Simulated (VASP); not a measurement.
The system is Rh.

```xyz
1
Lattice="0.0000 1.9351 1.9351 1.9351 0.0000 1.9351 1.9351 1.9351 0.0000" Properties=species:S:1:pos:R:3 pbc="T T T"
Rh    0.0000    0.0000    0.0000
```

Base run:

| Quantity | Value |
| --- | --- |
| Program | VASP 6.6.1 |
| Functional | r2SCAN |
| Potentials or basis | VASP PAW PBE potentials, release 64 (Rh_pv) |
| Cutoff | 520 eV |
| k mesh | 12 × 12 × 12 |
| Occupations | fermi-dirac, width 0.05 eV |
| Spin | no spin polarisation |

Its results: pressure -12.7 GPa.

Question: The run is repeated on the same cell with these changes: functional from r2SCAN to PBE. What comes out?

Answer: Pressure -7.5 GPa.

Caveats: the PAW data sets were made with another functional, which shifts forces and pressure a little (some runs).
